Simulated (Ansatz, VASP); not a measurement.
# ZnTe2O3: VASP beside Ansatz

```
Zn Te O
1.0
     5.68496    0.00000    0.00000
    -2.84248    4.92332    0.00000
     0.00000    0.00000    3.39968
Zn Te O
1 2 3
Direct
  0.00000 0.00000 0.00000
  0.33333 0.66667 0.00000
  0.66667 0.33333 0.00000
  0.50000 0.00000 0.50000
  0.50000 0.50000 0.50000
  0.00000 0.50000 0.50000
```

Change from the starting cell: species swapped into the LaGa3Pd2 type (P6/mmm, No. 191).

Alike in both runs: functional PBE; k mesh 6 × 6 × 6; occupations gaussian, width 0.1 eV; no spin polarisation.

Ansatz relaxed the structure, and its values are those at the end. VASP's run is a single point on that final structure, the one shown.

```csv
,VASP,Ansatz
version,VASP 6.6.1,Ansatz 0.2.0
potentials or method,"VASP PAW PBE potentials, release 64 (Zn, Te, O), cutoff 520 eV","scalar-relativistic, plane waves, PAW"
valence electrons in the cell,42,62
```

```csv
,VASP,Ansatz,Ansatz less VASP
gap on the k mesh at the Fermi level (eV),none,none,-
pressure (GPa),-0.6,-0.1,+0.52
```

A gap of «none» marks a metal or a gap that the smearing closes. VASP's potentials hold 42 valence electrons a cell and Ansatz's 62, so a difference there can come from the potentials and not from the codes.

Neither program's run includes spin-orbit coupling.
